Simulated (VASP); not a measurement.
A run of VASP 6.6.1:

INCAR

```
ALGO = Normal ; EDIFF = 1E-8
ENCUT = 600 ; GGA = PE
GGA_COMPAT = F ; IBRION = 6
ISIF = 3 ; ISMEAR = 0
IVDW = 12 ; LASPH = T
LCHARG = F ; LREAL = F
LWAVE = F ; NBANDS = 11
NELM = 120 ; NFREE = 2
NSW = 1 ; POTIM = 0.015
PREC = Accurate ; SIGMA = 0.01
```

KPOINTS

```
k-points
0
Gamma
  12 12 12
```

The input POSCAR:

```
C
1.0
    0.0000000000      1.7784442573      1.7784442573
    1.7784442573      0.0000000000      1.7784442573
    1.7784442573      1.7784442573      0.0000000000
C
2
Direct
    0.0000000000      0.0000000000      0.0000000000
    0.2500000000      0.2500000000      0.2500000000
```

Potentials or basis: VASP PAW PBE potentials, release 64 (C).

The run is started by

```console
$ cat potpaw_PBE.64/C/POTCAR > POTCAR
$ mpirun -np 1 vasp_std > vasp.out
```

Hardware: 1 thread of AMD EPYC 7R43 64-Core Processor (Zen 3) (shared host).

**Question.** Estimate the wall time of this run.

**Answer.** Wall time 6.8 min on 1 thread of AMD EPYC 7R43 64-Core Processor (Zen 3) (shared host), peak memory 0.2 GiB. Counts: scf iterations 123, k points 72.
